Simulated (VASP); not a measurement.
# GaSb (I-4m2) in VASP: single point with PBEsol

Aim: the single point of GaSb with PBEsol.

All numbers are computed with VASP 6.6.1; they aren't measurements. Logs are shortened: lines on timing, memory, paths and dates and some standing lists are left out, and cuts for length are marked.

## Step 1: The cell of the first run

It takes space group I-4m2 (No. 119, tetragonal). The conventional cell has a = 5.738 Å, b = 5.738 Å, c = 3.362 Å, α = 90.00°, β = 90.00°, γ = 90.00°. Ga (site symmetry -4m2) has 8 Sb at 2.99 to 3.82 Å and 2 Ga at 3.36 Å within 3.9 Å. Sb (site symmetry -4m2) has 8 Ga at 2.99 to 3.82 Å and 2 Sb at 3.36 Å within 3.9 Å.

## Step 2: Single point, PBEsol (strained)

Contents of INCAR:

```
SYSTEM = GaSb
  ALGO = Normal
  EDIFF = 1E-7
  ENCUT = 520
  GGA = PS
  ISIF = 2
  ISMEAR = 0
  LASPH = .TRUE.
  LCHARG = .FALSE.
  LREAL = .FALSE.
  LWAVE = .FALSE.
  NBANDS = 16
  NELM = 60
  PREC = Accurate
  SIGMA = 0.1
```

Contents of KPOINTS:

```
k-points
0
G
  16 16 16
  0 0 0
```

Contents of POSCAR:

```
GaSb
1.0
   -2.8688028846      2.8688028846      1.6812182283
    2.8688028846     -2.8688028846      1.6812182283
    2.8688028846      2.8688028846     -1.6812182283
Ga Sb
1 1
Direct
    0.2500000000      0.7500000000      0.5000000000
    0.0000000000      0.0000000000      0.0000000000
```

Potentials or basis: VASP PAW PBE potentials, release 64 (Ga_d, Sb).

Started as:

```console
$ cat potpaw_PBE.64/Ga_d/POTCAR potpaw_PBE.64/Sb/POTCAR > POTCAR
$ mpirun -np 1 vasp_std > vasp.out
```

OUTCAR:

```text
SYSTEM = GaSb
   EDIFF = 1E-7
   ENCUT = 520
   GGA = PS
   ISIF = 2
   ISMEAR = 0
   LASPH = .TRUE.
   LREAL = .FALSE.
   NELM = 60
   PREC = Accurate

 ion  position               nearest neighbor table
   1  0.250  0.750  0.500-   2 2.99   2 2.99   2 2.99   2 2.99
   2  0.000  0.000  0.000-   1 2.99   1 2.99   1 2.99   1 2.99

  LATTYP: Found a body centered tetragonal cell.
 ALAT       =     5.7376057692
 C/A-ratio  =     0.5860347664

  Lattice vectors:

 A1 = (  -2.8688028846,   2.8688028846,   1.6812182283)
 A2 = (   2.8688028846,  -2.8688028846,   1.6812182283)
 A3 = (   2.8688028846,   2.8688028846,  -1.6812182283)

Analysis of symmetry for initial positions (statically):
=====================================================================
 Subroutine PRICEL returns:
 Original cell was already a primitive cell.

 Routine SETGRP: Setting up the symmetry group for a
 body centered tetragonal supercell.

 Subroutine GETGRP returns: Found  8 space group operations
 (whereof  8 operations were pure point group operations)
 out of a pool of 16 trial point group operations.

The static configuration has the point symmetry D_2d.

Analysis of symmetry for dynamics (positions and initial velocities):
=====================================================================
 Subroutine PRICEL returns:
 Original cell was already a primitive cell.

 Routine SETGRP: Setting up the symmetry group for a
 body centered tetragonal supercell.

 Subroutine GETGRP returns: Found  8 space group operations
 (whereof  8 operations were pure point group operations)
 out of a pool of 16 trial point group operations.

The dynamic configuration has the point symmetry D_2d.

 Subroutine INISYM returns: Found  8 space group operations
 (whereof  8 operations are pure point group operations),
 and found     1 'primitive' translations

----------------------------------------------------------------------------------------

                                     Primitive cell

  volume of cell :      55.3459

  direct lattice vectors                    reciprocal lattice vectors
    -2.868802885  2.868802885  1.681218228     0.000000000  0.174288726  0.297403390
     2.868802885 -2.868802885  1.681218228     0.174288726  0.000000000  0.297403390
     2.868802885  2.868802885 -1.681218228     0.174288726  0.174288726  0.000000000

  length of vectors
     4.391646014  4.391646014  4.391646014     0.344710511  0.344710511  0.246481480

  position of ions in fractional coordinates (direct lattice)
[... 79 lines left out ...]
   EDIFF  = 0.1E-06   stopping-criterion for ELM
   LREAL  =      F    real-space projection
   EDIFFG = 0.1E-05   stopping-criterion for IOM
   NSW    =      0    number of steps for IOM
   IBRION =     -1    ionic relax: 0-MD 1-quasi-New 2-CG
   NFREE  =      0    steps in history (QN), initial steepest desc. (CG)
   ISIF   =      2    stress and relaxation
   ISYM   =      2    0-nonsym 1-usesym 2-fastsym
   POTIM  = 0.5000    time-step for ionic-motion
   TEBEG  =    0.0;   TEEND  =   0.0 temperature during run
   PSTRESS=    0.0 pullay stress
   NELECT =      18.0000    total number of electrons
   NUPDOWN=      -1.0000    fix difference up-down
   EMIN   =  10.00;   EMAX   =-10.00  energy-range for DOS
   EFERMI =   0.00;   METHOD = LEGACY
   ISMEAR =     0;   SIGMA  =   0.10  broadening in eV -4-tet -1-fermi 0-gaus
   EFERMI_NEDOS =   21; number of points for ismear=-14 and -15
   IALGO  =     38    algorithm
   IMIX   =      4    mixing-type and parameters
     AMIX     =   0.40;   BMIX     =  1.00
     AMIX_MAG =   1.60;   BMIX_MAG =  1.00
  volume/ion in A,a.u.               =      27.67       186.75
  Fermi-wavevector in a.u.,A,eV,Ry     =   1.125824  2.127499 17.245108  1.267480
  Thomas-Fermi vector in A             =   2.262503
   LORBIT       =      0    0 simple, 1 ext, 2 COOP (PROOUT), +10 PAW based schemes
   GGA     = PS    functional components
   LHFCALC =     F    Hartree Fock is set to
   AEXX    =    0.0000 exact exchange contribution
   IVDW    =     0    specifies the selected vdW correction
   LEPSILON=     F    determine dielectric tensor
   LRPA    =     F    only Hartree local field effects (RPA)
 non-spin polarized calculation
 Gauss-broadening in eV      SIGMA  =   0.10
  energy-cutoff  :      520.00
  volume of cell :       55.35
 maximum number of plane-waves:      1522
 NGX is ok and might be reduce to    36
   NGX = 17   NGY = 17   NGZ = 17

 number of electron      18.0000005 magnetization

 Free energy of the ion-electron system (eV)
  ---------------------------------------------------
  ext. energy  EPLUGINS =         0.00000000
  ---------------------------------------------------
  free energy    TOTEN  =        -7.62671582 eV

  energy without entropy =       -7.62286950  energy(sigma->0) =       -7.62479266

 E-fermi :   4.9456     XC(G=0):  -9.7487

 val. band max:        4.9446341496   @ k =  -0.2500  -0.3125   0.0625
 cond. band min:       4.9730700923   @ k =  -0.1875  -0.2500   0.0625
 fundamental gap:      0.0284359427
 Fermi energy:         4.9455583044

 k-point     1 :       0.0000    0.0000    0.0000
  band No.  band energies     occupation
      1      -9.8064      2.00000
      2      -9.7341      2.00000
      3      -9.7316      2.00000
      4      -9.7316      2.00000
      5      -9.7269      2.00000
      6      -6.0416      2.00000
[... 433 lines left out ...]
      3      -9.7316      2.00000
      4      -9.7312      2.00000
      5      -9.7266      2.00000
      6      -6.0120      2.00000
[... 8 lines left out ...]
     15      13.9328      0.00000
     16      15.1889      0.00000

 [... further k-points ...]

------------------------ aborting loop because EDIFF is reached ----------------------------------------

  FORCE on cell =-STRESS in cart. coord.  units (eV):
  Direction    XX          YY          ZZ          XY          YZ          ZX
  --------------------------------------------------------------------------------------
  -------------------------------------------------------------------------------------
  Total       -2.5386803     -2.5386803     -2.5053116      0.0000000     -0.0000000      0.0000000
  in kB      -73.4908191    -73.4908191    -72.5248495      0.0000000     -0.0000000      0.0000000
  external PRESSURE =     -73.1688292 kB  Pullay stress =       0.0000000 kB

 VOLUME and BASIS-vectors are now :
 -----------------------------------------------------------------------------
  energy-cutoff  :      520.00
  volume of cell :       55.35
      direct lattice vectors                 reciprocal lattice vectors
    -2.868802885  2.868802885  1.681218228     0.000000000  0.174288726  0.297403390
     2.868802885 -2.868802885  1.681218228     0.174288726  0.000000000  0.297403390
     2.868802885  2.868802885 -1.681218228     0.174288726  0.174288726  0.000000000

 POSITION                                       TOTAL-FORCE (eV/Angst)
 -----------------------------------------------------------------------------------
      2.86880      0.00000      0.84061        -0.000000      0.000000      0.000000
      0.00000      0.00000      0.00000         0.000000     -0.000000     -0.000000
 -----------------------------------------------------------------------------------
    total drift:                                0.000000     -0.000000      0.000000

  FREE ENERGIE OF THE ION-ELECTRON SYSTEM (eV)
  ---------------------------------------------------
  free  energy   TOTEN  =        -7.6267158238 eV

  energy  without entropy=       -7.6228695046  energy(sigma->0) =       -7.62479266
```

OSZICAR:

```text
N       E                     dE             d eps       ncg     rms          rms(c)
DAV:   1     0.811075376250E+02    0.81108E+02   -0.82053E+03 11168   0.139E+03
DAV:   2    -0.155009639174E+01   -0.82658E+02   -0.80041E+02 13248   0.310E+02
DAV:   3    -0.755424578595E+01   -0.60041E+01   -0.59777E+01 13432   0.631E+01
DAV:   4    -0.766136680022E+01   -0.10712E+00   -0.10710E+00 13680   0.933E+00
DAV:   5    -0.766391086215E+01   -0.25441E-02   -0.25440E-02 14280   0.130E+00    0.192E+00
DAV:   6    -0.763370711381E+01    0.30204E-01   -0.56072E-02 14472   0.352E+00    0.104E+00
DAV:   7    -0.762719283312E+01    0.65143E-02   -0.13767E-02 17360   0.116E+00    0.243E-01
DAV:   8    -0.762671160372E+01    0.48123E-03   -0.17486E-03 14256   0.490E-01    0.308E-02
DAV:   9    -0.762671639700E+01   -0.47933E-05   -0.92795E-05 13880   0.797E-02    0.184E-02
DAV:  10    -0.762671616342E+01    0.23358E-06   -0.82990E-06 14216   0.314E-02    0.255E-03
DAV:  11    -0.762671591507E+01    0.24835E-06   -0.87003E-07 14592   0.934E-03    0.188E-03
DAV:  12    -0.762671582383E+01    0.91234E-07   -0.48120E-08  8880   0.214E-03
   1 F= -.76267158E+01 E0= -.76247927E+01  d E =-.384632E-02
```

stdout:

```text
POSCAR found type information on POSCAR GaSb
 POSCAR found :  2 types and       2 ions
 scaLAPACK will be used
 -----------------------------------------------------------------------------
|                                                                             |
|                                                                             |
|     You enforced a specific xc type in the INCAR file but a different       |
|     I HOPE YOU KNOW WHAT YOU ARE DOING!                                     |
|                                                                             |
 -----------------------------------------------------------------------------

 LDA part: xc-table for (Slater+PW92), standard interpolation
 POSCAR, INCAR and KPOINTS ok, starting setup
 FFT: planning ... GRIDC
 FFT: planning ... GRID_SOFT
 FFT: planning ... GRID
 WAVECAR not read
 entering main loop
```

It took 4.7 min on 1 thread of Intel Xeon 6975P-C (Granite Rapids), shared host; peak memory 0.45 GiB.

Results:

| Property | Result |
| --- | --- |
| Free energy | -7.6267 eV |
| Pressure | -7.3 GPa |
| Band gap on the k mesh | zero (band 9 reaches 6.75 eV, above the bottom of band 10 at 2.48 eV) |

Levels at points of the mesh, in eV from the Fermi level:
```csv
k point,band 6,band 7,band 8,band 9,band 10,band 11,band 12,band 13
"(0.00, 0.00, 0.00)",-10.99,-3.21,-1.47,-1.47,3.70,4.05,6.43,6.43
"(0.50, 0.00, 0.00)",-8.16,-5.07,-2.32,-1.25,-0.88,2.58,2.96,4.63
"(0.50, 0.50, 0.00)",-9.78,-7.23,0.08,1.81,1.84,2.22,3.89,5.94
"(0.50, 0.50, 0.50)",-8.93,-5.51,-4.17,-4.17,2.85,4.48,9.09,9.09
```

Caveat: the cell differs from its parent crystal (strained); the PAW data sets were made with another functional, which shifts forces and pressure a little; spin-orbit coupling is left out, which moves the levels of the heavy elements.
